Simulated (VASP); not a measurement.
# KI in VASP: further runs

The runs below take KI through single point, with PBE, r2SCAN.

All numbers are computed with VASP 6.6.1; they aren't measurements. Logs are shortened: lines on timing, memory, paths and dates and some standing lists are left out, and cuts for length are marked.

**1. The cell of the first run**

Symmetry: Fm-3m, No. 225, cubic system. The conventional cell has a = 7.089 Å, b = 7.089 Å, c = 7.089 Å, α = 90.00°, β = 90.00°, γ = 90.00°. Within 4.7 Å of K (site symmetry m-3m) lie 6 I at 3.54 Å. Within 4.7 Å of I (site symmetry m-3m) lie 6 K at 3.54 Å.

**2. Single point, PBE**

INCAR reads:

```
SYSTEM = KI
ALGO = Normal
EDIFF = 1E-6
ENCUT = 520
GGA = PE
ISIF = 2
ISMEAR = -1
LASPH = .TRUE.
LCHARG = .FALSE.
LREAL = .FALSE.
LWAVE = .FALSE.
NBANDS = 15
NELM = 60
PREC = Accurate
SIGMA = 0.02
```

KPOINTS reads:

```
k-points
0
G
  6 6 6
  0 0 0
```

POSCAR reads:

```
KI
1.0
    0.0000000000      3.5442849777      3.5442849777
    3.5442849777      0.0000000000      3.5442849777
    3.5442849777      3.5442849777      0.0000000000
K I
1 1
Direct
    0.0000000000      0.0000000000      0.0000000000
    0.5000000000      0.5000000000      0.5000000000
```

Potentials or basis: VASP PAW PBE potentials, release 64 (K_sv, I).

Command:

```bash
$ cat potpaw_PBE.64/K_sv/POTCAR potpaw_PBE.64/I/POTCAR > POTCAR
$ mpirun -np 1 vasp_std > vasp.out
```

OUTCAR:

```text
SYSTEM = KI
   EDIFF = 1E-6
   ENCUT = 520
   GGA = PE
   ISIF = 2
   ISMEAR = -1
   LASPH = .TRUE.
   LREAL = .FALSE.
   NELM = 60
   PREC = Accurate

 ion  position               nearest neighbor table
   1  0.000  0.000  0.000-   2 3.54   2 3.54   2 3.54   2 3.54   2 3.54   2 3.54
   2  0.500  0.500  0.500-   1 3.54   1 3.54   1 3.54   1 3.54   1 3.54   1 3.54

  LATTYP: Found a face centered cubic cell.
 ALAT       =     7.0885699554

  Lattice vectors:

 A1 = (   0.0000000000,   3.5442849777,   3.5442849777)
 A2 = (   3.5442849777,   0.0000000000,   3.5442849777)
 A3 = (   3.5442849777,   3.5442849777,   0.0000000000)

Analysis of symmetry for initial positions (statically):
=====================================================================
 Subroutine PRICEL returns:
 Original cell was already a primitive cell.

 Routine SETGRP: Setting up the symmetry group for a
 face centered cubic supercell.

 Subroutine GETGRP returns: Found 48 space group operations
 (whereof 48 operations were pure point group operations)
 out of a pool of 48 trial point group operations.

The static configuration has the point symmetry O_h .

Analysis of symmetry for dynamics (positions and initial velocities):
=====================================================================
 Subroutine PRICEL returns:
 Original cell was already a primitive cell.

 Routine SETGRP: Setting up the symmetry group for a
 face centered cubic supercell.

 Subroutine GETGRP returns: Found 48 space group operations
 (whereof 48 operations were pure point group operations)
 out of a pool of 48 trial point group operations.

The dynamic configuration has the point symmetry O_h .

 Subroutine INISYM returns: Found 48 space group operations
 (whereof 48 operations are pure point group operations),
 and found     1 'primitive' translations

----------------------------------------------------------------------------------------

                                     Primitive cell

  volume of cell :      89.0463

  direct lattice vectors                    reciprocal lattice vectors
     0.000000000  3.544284978  3.544284978    -0.141072178  0.141072178  0.141072178
     3.544284978  0.000000000  3.544284978     0.141072178 -0.141072178  0.141072178
     3.544284978  3.544284978  0.000000000     0.141072178  0.141072178 -0.141072178

  length of vectors
     5.012375884  5.012375884  5.012375884     0.244344179  0.244344179  0.244344179

  position of ions in fractional coordinates (direct lattice)
     0.000000000  0.000000000  0.000000000
     0.500000000  0.500000000  0.500000000

  ion indices of the primitive-cell ions
   primitive index   ion index
                 1           1
                 2           2

----------------------------------------------------------------------------------------

 KPOINTS: k-points

Automatic generation of k-mesh.
 Grid dimensions read from file:
 generate k-points for:    6    6    6

 Generating k-lattice:

  Cartesian coordinates                     Fractional coordinates (reciprocal lattice)
    -0.023512030  0.023512030  0.023512030     0.166666667  0.000000000  0.000000000
     0.023512030 -0.023512030  0.023512030     0.000000000  0.166666667  0.000000000
     0.023512030  0.023512030 -0.023512030     0.000000000  0.000000000  0.166666667

  Length of vectors
     0.040724030  0.040724030  0.040724030

  Shift w.r.t. Gamma in fractional coordinates (k-lattice)
     0.000000000  0.000000000  0.000000000

 Subroutine IBZKPT returns following result:
 ===========================================

 Found     16 irreducible k-points:

 Following reciprocal coordinates:
            Coordinates               Weight
  0.000000  0.000000  0.000000      1.000000
  0.166667  0.000000  0.000000      8.000000
  0.333333  0.000000  0.000000      8.000000
  0.500000  0.000000  0.000000      4.000000
  0.166667  0.166667  0.000000      6.000000
  0.333333  0.166667  0.000000     24.000000
[... 8 lines left out ...]
 -0.333333  0.333333  0.166667     24.000000
 -0.333333  0.500000  0.166667     12.000000
   k-points           NKPTS =     16   k-points in BZ     NKDIM =     16   number of bands    NBANDS=     15
   number of dos      NEDOS =    301   number of ions     NIONS =      2
   total plane-waves  NPLWV =  64000
   dimension x,y,z NGX =    40 NGY =   40 NGZ =   40
   dimension x,y,z NGXF=    80 NGYF=   80 NGZF=   80
   ions per type =               1   1
   NGX,Y,Z   is equivalent  to a cutoff of  13.27, 13.27, 13.27 a.u.
   NGXF,Y,Z  is equivalent  to a cutoff of  26.53, 26.53, 26.53 a.u.
 SYSTEM =  KI
   PREC   = accura    normal or accurate (medium, high low for compatibility)
   ISTART =      0    job   : 0-new  1-cont  2-samecut
   ICHARG =      2    charge: 1-file 2-atom 10-const
   ISPIN  =      1    spin polarized calculation?
   LNONCOLLINEAR =      F non collinear calculations
   LSORBIT =      F    spin-orbit coupling
   LASPH  =      T    aspherical Exc in radial PAW
   ENCUT  =  520.0 eV  38.22 Ry    6.18 a.u.   9.32  9.32  9.32*2*pi/ulx,y,z
   NELM   =     60;   NELMIN=  2; NELMDL= -5     # of ELM steps
   EDIFF  = 0.1E-05   stopping-criterion for ELM
   LREAL  =      F    real-space projection
   EDIFFG = 0.1E-04   stopping-criterion for IOM
   NSW    =      0    number of steps for IOM
   IBRION =     -1    ionic relax: 0-MD 1-quasi-New 2-CG
   NFREE  =      0    steps in history (QN), initial steepest desc. (CG)
   ISIF   =      2    stress and relaxation
   ISYM   =      2    0-nonsym 1-usesym 2-fastsym
   POTIM  = 0.5000    time-step for ionic-motion
   TEBEG  =    0.0;   TEEND  =   0.0 temperature during run
   PSTRESS=    0.0 pullay stress
   NELECT =      16.0000    total number of electrons
   NUPDOWN=      -1.0000    fix difference up-down
   EMIN   =  10.00;   EMAX   =-10.00  energy-range for DOS
   EFERMI =   0.00;   METHOD = LEGACY
   ISMEAR =    -1;   SIGMA  =   0.02  broadening in eV -4-tet -1-fermi 0-gaus
   EFERMI_NEDOS =   21; number of points for ismear=-14 and -15
   IALGO  =     38    algorithm
   IMIX   =      4    mixing-type and parameters
     AMIX     =   0.40;   BMIX     =  1.00
     AMIX_MAG =   1.60;   BMIX_MAG =  1.00
  volume/ion in A,a.u.               =      44.52       300.46
  Fermi-wavevector in a.u.,A,eV,Ry     =   0.923796  1.745722 11.611205  0.853400
  Thomas-Fermi vector in A             =   2.049472
   LORBIT       =      0    0 simple, 1 ext, 2 COOP (PROOUT), +10 PAW based schemes
   GGA     = PE    functional components
   LHFCALC =     F    Hartree Fock is set to
   AEXX    =    0.0000 exact exchange contribution
   IVDW    =     0    specifies the selected vdW correction
   LEPSILON=     F    determine dielectric tensor
   LRPA    =     F    only Hartree local field effects (RPA)
 non-spin polarized calculation
  energy-cutoff  :      520.00
  volume of cell :       89.05
 maximum number of plane-waves:      2424
 NGX is ok and might be reduce to    40
   NGX = 19   NGY = 19   NGZ = 19

 number of electron      15.9999999 magnetization

 Free energy of the ion-electron system (eV)
  ---------------------------------------------------
  ext. energy  EPLUGINS =         0.00000000
  ---------------------------------------------------
  free energy    TOTEN  =        -5.55941981 eV

  energy without entropy =       -5.55941981  energy(sigma->0) =       -5.55941981

 E-fermi :  -0.0434     XC(G=0):  -7.1399

 val. band max:       -0.4660798586   @ k =   0.0000   0.0000   0.0000
 cond. band min:       3.4738721569   @ k =   0.0000   0.0000   0.0000
 fundamental gap:      3.9399520155
 Fermi energy:        -0.0434098033

 k-point     1 :       0.0000    0.0000    0.0000
  band No.  band energies     occupation
      1     -28.9854      2.00000
      2     -12.4718      2.00000
      3     -12.4718      2.00000
      4     -12.4718      2.00000
      5     -10.9537      2.00000
      6      -0.4661      2.00000
      7      -0.4661      2.00000
      8      -0.4661      2.00000
      9       3.4739      0.00000
     10       6.0345      0.00000
     11       6.0345      0.00000
     12       6.0345      0.00000
     13       6.7453      0.00000
     14       6.7453      0.00000
     15       9.3101      0.00000

 k-point     2 :       0.1667    0.0000    0.0000
  band No.  band energies     occupation
      1     -28.9849      2.00000
      2     -12.5099      2.00000
      3     -12.4723      2.00000
      4     -12.4723      2.00000
      5     -10.8848      2.00000
      6      -0.8766      2.00000
      7      -0.5541      2.00000
      8      -0.5541      2.00000
      9       4.0919      0.00000
     10       5.9522      0.00000
     11       6.3226      0.00000
     12       6.3226      0.00000
     13       7.0571      0.00000
     14       7.0571      0.00000
     15      10.1699      0.00000

 k-point     3 :       0.3333    0.0000    0.0000
  band No.  band energies     occupation
      1     -28.9839      2.00000
      2     -12.5785      2.00000
      3     -12.4735      2.00000
      4     -12.4735      2.00000
      5     -10.7528      2.00000
      6      -1.5034      2.00000
      7      -0.7176      2.00000
      8      -0.7176      2.00000
      9       4.8665      0.00000
     10       6.5296      0.00000
     11       7.0198      0.00000
     12       7.0198      0.00000
     13       7.8823      0.00000
     14       7.8823      0.00000
     15       9.1743      0.00000

 k-point     4 :       0.5000    0.0000    0.0000
  band No.  band energies     occupation
      1     -28.9834      2.00000
      2     -12.6097      2.00000
      3     -12.4740      2.00000
      4     -12.4740      2.00000
      5     -10.6889      2.00000
      6      -1.7635      2.00000
      7      -0.7939      2.00000
      8      -0.7939      2.00000
      9       5.0462      0.00000
     10       7.2152      0.00000
     11       7.6579      0.00000
     12       7.6579      0.00000
     13       8.2214      0.00000
     14       8.2214      0.00000
     15       8.8002      0.00000
[... 163 lines left out ...]
 k-point    14 :       0.5000    0.3333    0.1667
  band No.  band energies     occupation
      1     -28.9833      2.00000
      2     -12.5521      2.00000
      3     -12.4907      2.00000
      4     -12.4806      2.00000
      5     -10.7581      2.00000
      6      -1.4400      2.00000
      7      -0.9264      2.00000
      8      -0.8347      2.00000
      9       5.4207      0.00000
     10       5.7732      0.00000
     11       6.7663      0.00000
     12       7.9069      0.00000
     13       8.0415      0.00000
     14       8.2921      0.00000
     15       9.4597      0.00000

 k-point    15 :      -0.3333    0.3333    0.1667
  band No.  band energies     occupation
      1     -28.9830      2.00000
      2     -12.5514      2.00000
      3     -12.4951      2.00000
      4     -12.4859      2.00000
      5     -10.7412      2.00000
      6      -1.4162      2.00000
      7      -1.0934      2.00000
      8      -0.9009      2.00000
      9       5.7893      0.00000
     10       6.1292      0.00000
     11       6.5302      0.00000
     12       7.7562      0.00000
     13       8.2805      0.00000
     14       8.7188      0.00000
     15       9.3925      0.00000

 k-point    16 :      -0.3333    0.5000    0.1667
  band No.  band energies     occupation
      1     -28.9828      2.00000
      2     -12.5118      2.00000
      3     -12.5085      2.00000
      4     -12.4956      2.00000
      5     -10.7730      2.00000
      6      -1.3232      2.00000
      7      -1.0189      2.00000
      8      -0.9994      2.00000
      9       5.2055      0.00000
     10       5.8974      0.00000
     11       6.9236      0.00000
     12       7.8200      0.00000
     13       8.0608      0.00000
     14       9.1487      0.00000
     15       9.5705      0.00000

------------------------ aborting loop because EDIFF is reached ----------------------------------------

  FORCE on cell =-STRESS in cart. coord.  units (eV):
  Direction    XX          YY          ZZ          XY          YZ          ZX
  --------------------------------------------------------------------------------------
  -------------------------------------------------------------------------------------
  Total        0.2735112      0.2735112      0.2735112     -0.0000000      0.0000000     -0.0000000
  in kB        4.9211864      4.9211864      4.9211864     -0.0000000      0.0000000     -0.0000000
  external PRESSURE =       4.9211864 kB  Pullay stress =       0.0000000 kB

 VOLUME and BASIS-vectors are now :
 -----------------------------------------------------------------------------
  energy-cutoff  :      520.00
  volume of cell :       89.05
      direct lattice vectors                 reciprocal lattice vectors
     0.000000000  3.544284978  3.544284978    -0.141072178  0.141072178  0.141072178
     3.544284978  0.000000000  3.544284978     0.141072178 -0.141072178  0.141072178
     3.544284978  3.544284978  0.000000000     0.141072178  0.141072178 -0.141072178

 POSITION                                       TOTAL-FORCE (eV/Angst)
 -----------------------------------------------------------------------------------
      0.00000      0.00000      0.00000         0.000000      0.000000      0.000000
      3.54428      3.54428      3.54428         0.000000      0.000000      0.000000
 -----------------------------------------------------------------------------------
    total drift:                                0.000000     -0.000000     -0.000000

  FREE ENERGIE OF THE ION-ELECTRON SYSTEM (eV)
  ---------------------------------------------------
  free  energy   TOTEN  =        -5.5594198096 eV

  energy  without entropy=       -5.5594198096  energy(sigma->0) =       -5.55941981
```

Run time: 42 s. Hardware: 1 thread of Intel Xeon 8259CL, shared host; peak memory 0.24 GiB.

Results:

```yaml
Free_energy: -5.5594 eV
Pressure: 0.5 GPa
Band_gap_on_the_k_mesh: 3.94 eV
```

Levels at points of the mesh, in eV from the valence-band top:
| k point | band 4 | band 5 | band 6 | band 7 | band 8 | band 9 | band 10 | band 11 | band 12 | band 13 |
| --- | --- | --- | --- | --- | --- | --- | --- | --- | --- | --- |
| (0.00, 0.00, 0.00) | -12.01 | -10.49 | 0.00 | 0.00 | 0.00 | 3.94 | 6.50 | 6.50 | 6.50 | 7.21 |
| (0.50, 0.00, 0.00) | -12.01 | -10.22 | -1.30 | -0.33 | -0.33 | 5.51 | 7.68 | 8.12 | 8.12 | 8.69 |
| (0.50, 0.50, 0.00) | -12.02 | -10.35 | -0.98 | -0.36 | -0.36 | 4.95 | 5.74 | 8.09 | 8.68 | 8.76 |

Caveat: spin-orbit coupling is left out, which moves the levels of the heavy elements.

(Continued in part 2 of 2.)
